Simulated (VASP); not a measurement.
Mo: single point with PBE

Crystal: Mo.

```xyz
1
Lattice="-1.5802 1.5802 1.5802 1.5802 -1.5802 1.5802 1.5802 1.5802 -1.5802" Properties=species:S:1:pos:R:3 pbc="T T T"
Mo    0.0000    0.0000    0.0000
```

```
Program                : VASP 6.6.1
Task                   : single point
Functional             : PBE
Potentials or basis    : VASP PAW PBE potentials, release 64 (Mo_sv)
Cutoff                 : 500 eV
k mesh                 : 18 × 18 × 18
Occupations            : gaussian, width 0.1 eV
Spin                   : no spin polarisation
Dipole correction      : no
Further INCAR settings : ALGO = Normal; EDIFF = 1e-06; NBANDS = 13
```

```yaml
Pressure: 0.5 GPa
Band_gap_on_the_k_mesh: zero (bands 7 and 8 overlap by 5.27 eV)
```

Levels at points of the mesh, in eV from the Fermi level:
```tsv
k point	band 5	band 6	band 7	band 8	band 9	band 10
(0.00, 0.00, 0.00)	-7.22	-1.36	-1.36	-1.36	1.63	1.63
(0.50, 0.00, 0.00)	-5.28	-3.37	1.57	1.65	2.27	4.66
(0.50, 0.50, 0.50)	-5.38	-5.38	3.91	3.91	3.91	8.97
```

Run time: 24 s on 1 thread of Intel Xeon 8259CL (shared host), peak memory 0.15 GiB.
